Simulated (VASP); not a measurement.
Write the native input for VASP 6.6.1 that does the following.

* Task: single point
* Functional: PBE
* Dispersion: D3(BJ)
* Potentials or basis: VASP PAW PBE potentials, release 64 (Mg, O)
* Cutoff: 520 eV
* k mesh: 1 × 1 × 1
* Occupations: gaussian, width 0.05 eV
* Spin: no spin polarisation
* Dipole correction: no
* Further INCAR settings: LREAL = Auto; ALGO = Normal; EDIFF = 1e-06; NBANDS = 162

The structure of Mg32O31 (a cell with a defect) lies in POSCAR:

```
Mg32O31
1.0
    8.8224000000      0.0000000000      0.0000000000
    0.0000000000      8.8224000000      0.0000000000
    0.0000000000      0.0000000000      8.8224000000
Mg O
32 31
Direct
    0.4983205250     -0.0003621464      0.0010636561
    0.7483039762      0.2496223250     -0.0020809530
    0.7498160365      0.0033478419      0.2487090814
   -0.0003095530      0.0033230187     -0.0013277566
    0.2504926097      0.2496124637      0.0019135383
    0.4983188248      0.4996049828      0.0010655831
    0.7467913493      0.7496190379     -0.0036613620
    0.2437471663     -0.0036128491      0.2556321409
    0.4974723431      0.2496201714      0.2488910047
    0.7498156964      0.4959014554      0.2487124819
    0.5007139781      0.0033295929      0.4996848930
    0.7489055132      0.2496256121      0.4992161997
    0.7506696590      0.0007471890      0.7487071545
   -0.0003017320      0.4959170974     -0.0013307037
    0.2497534684      0.7496267456     -0.0100489663
   -0.0014566331      0.2496284458      0.2458991884
    0.2437598613      0.5028568190      0.2556269269
    0.5094367746      0.7496261788      0.2496302593
    0.0008874003      0.0088437387      0.4984936072
    0.2534865796      0.2496267456      0.5008422878
    0.5007139781      0.4959214046      0.4996863665
    0.7416188339      0.7496239119      0.5018453029
    0.2506729461      0.0033434213      0.7495700716
    0.5014633206      0.2496208515      0.7510782780
    0.7506738529      0.4984959875      0.7487088547
   -0.0115941240      0.7496173377      0.2368938157
    0.0008966948      0.4904083923      0.4985018816
    0.2624907055      0.7496285591      0.5109803455
    0.0001671881      0.2496177911      0.7504835419
    0.2506755531      0.4958998685      0.7495757390
    0.5030424828      0.7496223250      0.7525870511
   -0.0024633886      0.7496237985      0.7577678410
    0.7460134431      0.2496327530      0.2482666848
   -0.0050610945      0.4930671926      0.2473214771
   -0.0006595711      0.2496295793      0.5000495330
    0.2498484539      0.2496312795      0.2495398078
    0.4974477466      0.5038958787      0.2504854688
    0.7496429543      0.7496295793      0.2473783778
   -0.0050641549      0.0062003536      0.2473231774
    0.5022760247      0.2496301460      0.4993122053
    0.7499800508      0.4995617972      0.4989260292
    0.7503018453      0.2496346799      0.7490894768
    0.0004641594      0.4995667845      0.7494044704
    0.0000791168      0.2496320729     -0.0028887831
    0.2116030785      0.7496414808      0.2877837096
    0.4974571545     -0.0046307127      0.2504872824
    0.2520639509      0.4930644723      0.5044509431
    0.5017021445      0.7496325263      0.5003614663
    0.7499850381     -0.0003007118      0.4989289762
    0.2511255441      0.2496308261      0.7533778790
    0.5008022760      0.4996226650      0.7504399030
    0.7485650163      0.7496328663      0.7508244922
    0.0004639327     -0.0002983315      0.7494069641
    0.4988418118      0.2496338865      0.0005505305
    0.7489517592      0.4996244786     -0.0014129942
   -0.0009683306      0.7496374003     -0.0023154697
    0.2520681447      0.0061974066      0.5044528700
    0.2520184984      0.7496379670      0.7497459875
    0.5008074900     -0.0003553455      0.7504416032
    0.2489033596      0.5038988257      0.0019365479
    0.4970156647      0.7496336598      0.0023766775
    0.7489517592     -0.0003556855     -0.0014122008
    0.2489073268     -0.0046290125      0.0019397216
```

One way to write it, as run:

INCAR

```
PREC     = Accurate       # precision mode
ENCUT    = 520            # plane-wave cutoff, eV
EDIFF    = 1E-6           # SCF threshold, eV
ISMEAR   = 0              # smearing method
SIGMA    = 0.05           # smearing width, eV
LREAL    = Auto         
LASPH    = T              # aspherical terms in the spheres
NELM     = 100            # most SCF steps
ALGO     = Normal         # electronic algorithm
ISIF     = 2              # what is computed and relaxed
LWAVE    = F              # write WAVECAR
LCHARG   = F              # write CHGCAR
GGA      = PE             # functional
IVDW     = 12             # dispersion correction
NBANDS   = 162            # bands
```

KPOINTS

```
Automatic mesh
0
Gamma
  1 1 1
```

Potentials or basis: VASP PAW PBE potentials, release 64 (Mg, O).

Run with:

```console
$ cat potpaw_PBE.64/Mg/POTCAR potpaw_PBE.64/O/POTCAR > POTCAR
$ mpirun -np 1 vasp_gam > vasp.out
```

It gave:

```json
{
  "Pressure": "-15.4 GPa",
  "Largest force": "1.615 eV/Å",
  "Band gap on the k mesh": "1.99 eV",
  "Dispersion energy per atom": "-0.255 eV"
}
```

Caveat: the k points lie up to 0.71 Å⁻¹ apart.

It took 5.2 min on 1 thread of Intel(R) Xeon(R) Platinum 8488C (Sapphire Rapids), on a shared host, peak memory 0.65 GiB.
